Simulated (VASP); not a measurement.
# AlN: single point with PBE

AlN:

```xyz
4
Lattice="3.0177 0.0000 0.0000 -1.5088 2.6134 0.0000 0.0000 0.0000 4.9033" Properties=species:S:1:pos:R:3 pbc="T T T"
Al    0.0000    1.7423    0.0000
Al    1.5088    0.8711    2.4517
N     0.0000    1.7423    1.8878
N     1.5088    0.8711    4.3394
```

This cell differs from its parent crystal: strain -0.030 along x and y, -0.015 along z.

| Property | Result |
| --- | --- |
| Program | VASP 6.6.1 |
| Task | single point |
| Functional | PBE |
| Potentials or basis | VASP PAW PBE potentials, release 64 (Al, N) |
| Cutoff | 520 eV |
| k mesh | 12 × 12 × 6 |
| Occupations | gaussian, width 0.05 eV |
| Spin | no spin polarisation |

```
Pressure               : 22.6 GPa
Largest force          : 0.424 eV/Å
Band gap on the k mesh : 4.89 eV, direct
```

Forces on the atoms (eV/Å):
```
Al   0.000  0.000  0.424
Al   0.000  0.000  0.424
N    0.000  0.000 -0.424
N    0.000  0.000 -0.424
```

Stress tensor (GPa, compression positive):
```
26.45  0.00  0.00
 0.00 26.45  0.00
 0.00  0.00 14.92
```

Levels at points of the mesh, in eV from the valence-band top:
| k point | band 6 | band 7 | band 8 | band 9 | band 10 | band 11 |
| --- | --- | --- | --- | --- | --- | --- |
| (0.00, 0.00, 0.00) | -0.23 | -0.23 | 0.00 | 4.89 | 7.52 | 11.22 |
| (0.50, 0.00, 0.00) | -2.15 | -1.86 | -0.74 | 5.91 | 6.18 | 8.86 |
| (0.00, 0.00, 0.50) | -0.56 | -0.56 | -0.56 | 7.24 | 7.24 | 10.92 |
| (0.50, 0.00, 0.50) | -1.52 | -1.45 | -1.45 | 5.54 | 5.54 | 9.69 |

Run time: 21 s on 1 thread of Intel(R) Xeon(R) 6975P-C (Granite Rapids), on a shared host, peak memory 0.17 GiB.

Caveat: the cell differs from its parent crystal (strain -0.030 along x and y, -0.015 along z). A k mesh can miss the band edges.
